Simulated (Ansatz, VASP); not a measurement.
**One calculation of MgS, two programs**

File INCAR:

```
SYSTEM = MgS
ALGO = Normal
EDIFF = 1E-8
ENCUT = 520
GGA = PE
ISIF = 2
ISMEAR = -1
LASPH = .TRUE.
LCHARG = .FALSE.
LEFG = .TRUE.
LREAL = .FALSE.
LWAVE = .FALSE.
NBANDS = 11
NELM = 100
PREC = Accurate
SIGMA = 0.01
```

Contents of KPOINTS:

```
k-points
0
G
  8 8 8
  0 0 0
```

The input POSCAR:

```
MgS
1.0
    0.0000000000      2.6526756994      2.6526756994
    2.6526756994      0.0000000000      2.6526756994
    2.6526756994      2.6526756994      0.0000000000
Mg S
1 1
Direct
    0.0000000000      0.0000000000      0.0000000000
    0.5000000000      0.5000000000      0.5000000000
```

Input for Ansatz:

```yaml
crystal:
  lattice:
    - [0.0, 2.6526756994, 2.6526756994]
    - [2.6526756994, 0.0, 2.6526756994]
    - [2.6526756994, 2.6526756994, 0.0]
  atoms:
    - { symbol: Mg, position: [0.0, 0.0, 0.0] }
    - { symbol: S, position: [0.5, 0.5, 0.5] }
kpoints:
  mp_grid: { grid: [8, 8, 8] }
scf:
  occupations: { method: fermi_dirac, width: 0.01 }
hamiltonian:
  xc: pbe
  pseudopotentials: { kind: all_electron, datasets: crystal }
output:
  forces: true
  stress: true
  eigenvalues: true
  efg: { contact_densities: true }
```

Change from the starting cell: volume scaled by 1.06, crystal datasets.

Alike in both runs: task electric field gradients; functional PBE; k mesh 8 × 8 × 8; occupations fermi-dirac, width 0.01 eV; no spin polarisation.

|  | VASP | Ansatz |
| --- | --- | --- |
| version | VASP 6.6.1 | Ansatz 0.2.0 |
| potentials or method | VASP PAW PBE potentials, release 64 (Mg, S), cutoff 520 eV | all-electron PAW with datasets made for the crystal, scalar-relativistic |

Ansatz gave:

- gap on the k mesh at the Fermi level (eV): 2.66
- pressure (GPa): -2.9

Task: Estimate VASP's values.

Result: gap on the k mesh at the Fermi level (eV): 2.65; pressure (GPa): -3.2.

Ansatz ran all-electron here, and VASP with PAW potentials.
